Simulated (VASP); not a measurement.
V:

```
V
1.0
    -1.46365    1.46365    1.46365
     1.46365   -1.46365    1.46365
     1.46365    1.46365   -1.46365
V
1
Direct
  0.00000 0.00000 0.00000
```

Program: VASP 6.6.1. Alike in all runs: task single point; level LDA; potentials or basis VASP PAW LDA potentials, release 64 (V_sv); no spin polarisation; cell as given; cutoff (eV) 520.

Question: Order these runs on this cell by their pressure, lowest first.
A. k mesh 15 × 15 × 15; smearing gaussian 1 eV
B. k mesh 15 × 15 × 15; smearing gaussian 0.6 eV
C. k mesh 2 × 2 × 2; smearing fermi-dirac 0.1 eV
D. k mesh 15 × 15 × 15; smearing methfessel-paxton 0.2 eV
E. k mesh 15 × 15 × 15; smearing fermi-dirac 1 eV

Answer: C (-27.4 GPa), D (0.2 GPa), B (2.0 GPa), A (4.8 GPa), E (28.5 GPa).

Caveats: some runs use coarse meshes.
